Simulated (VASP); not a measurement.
The system is Te2Mo.

```xyz
12
Lattice="6.2875 0.0000 0.0000 0.0000 3.4457 0.0000 -0.9404 0.0000 13.7348" Properties=species:S:1:pos:R:3 pbc="T T T"
Te    5.3650    2.5843    8.3027
Te   -0.0180    0.8614    5.4321
Te    4.8769    0.8614   11.6938
Te    0.4701    2.5843    2.0410
Te    1.7433    2.5843   12.2995
Te    3.6038    0.8614    1.4353
Te    2.1768    0.8614    8.9057
Te    3.1702    2.5843    4.8292
Mo    4.2015    2.5843   13.6332
Mo    1.1455    0.8614    0.1016
Mo    3.8234    0.8614    6.7768
Mo    1.5236    2.5843    6.9581
```

Base run:

```yaml
Program: VASP 6.6.1
Functional: BLYP
Potentials_or_basis: VASP PAW PBE potentials, release 64 (Te, Mo_sv)
Cutoff: 520 eV
k_mesh: 4 × 8 × 2
Occupations: fermi-dirac, width 0.05 eV
Spin: no spin polarisation
```

Its results: band gap on the k mesh zero (bands 52 and 53 overlap by 0.20 eV); pressure 11.4 GPa; largest force 0.887 eV/Å.

Q: The run is repeated on the same cell with these changes: functional from BLYP to PBE exchange alone; further incar settings from ALGO = Normal; EDIFF = 1e-06; NBANDS = 64 to ALGO = Normal; EDIFF = 1e-07; NBANDS = 64. What comes out?

A: Band gap on the k mesh zero (bands 52 and 53 overlap by 0.19 eV); pressure 19.1 GPa; largest force 1.531 eV/Å.

Caveats: the cell stands under pressure; spin-orbit coupling is left out, which moves the levels of the heavy elements; the PAW data sets were made with another functional, which shifts forces and pressure a little (at least some runs); forces of over 1 eV/Å act on the atoms, so gaps and moduli don't describe the material at rest (at least some runs).
